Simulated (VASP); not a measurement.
Wanted: the native input for a VASP 6.6.1 run.

| Quantity | Value |
| --- | --- |
| Task | single point |
| Functional | PBE |
| Potentials or basis | VASP PAW PBE potentials, release 64 (Zr_sv, Pd, O) |
| Cutoff | 520 eV |
| k mesh | 4 × 4 × 4 |
| Occupations | gaussian, width 0.1 eV |
| Spin | no spin polarisation |
| Dipole correction | no |
| Further INCAR settings | ALGO = Normal; EDIFF = 1e-07; NBANDS = 45 |

The structure of Zr2PdO6 lies in POSCAR:

```
Zr2PdO6
1.0
    0.0000000000      3.7193114200      3.7193114200
    3.7193114200      0.0000000000      3.7193114200
    3.7193114200      3.7193114200      0.0000000000
Zr Pd O
2 1 6
Direct
    0.2500000000      0.2500000000      0.2500000000
    0.7500000000      0.7500000000      0.7500000000
    0.0000000000      0.0000000000      0.0000000000
    0.7864571200      0.2135428800      0.2135428800
    0.2135428800      0.7864571200      0.7864571200
    0.2135428800      0.7864571200      0.2135428800
    0.7864571200      0.2135428800      0.7864571200
    0.2135428800      0.2135428800      0.7864571200
    0.7864571200      0.7864571200      0.2135428800
```

The input as run:

INCAR

```
SYSTEM = Zr2PdO6
PREC = Accurate
ENCUT = 520
EDIFF = 1E-7
ISMEAR = 0
SIGMA = 0.1
LREAL = .FALSE.
LASPH = .TRUE.
NELM = 100
ALGO = Normal
ISIF = 2
LWAVE = .FALSE.
LCHARG = .FALSE.
GGA = PE
NBANDS = 45
```

KPOINTS

```
regular mesh
0
G
  4 4 4
  0 0 0
```

Potentials or basis: VASP PAW PBE potentials, release 64 (Zr_sv, Pd, O).

The run is started by

```sh
$ cat potpaw_PBE.64/Zr_sv/POTCAR potpaw_PBE.64/Pd/POTCAR potpaw_PBE.64/O/POTCAR > POTCAR
$ mpirun -np 1 vasp_std > vasp.out
```

It gave:

```json
{"Pressure": "69.3 GPa", "Largest force": "19.617 eV/Å", "Band gap on the k mesh": "zero (band 35 reaches 7.65 eV, above the bottom of band 36 at 7.58 eV)"}
```

Caveat: the k points lie up to 0.37 Å⁻¹ apart; forces of over 1 eV/Å act on the atoms, so gaps and moduli don't describe the material at rest.

Run time: 67 s on 1 thread of Intel(R) Xeon(R) Platinum 8259CL CPU @ 2.50GHz (Skylake/Cascade Lake) (shared host), peak memory 0.25 GiB.
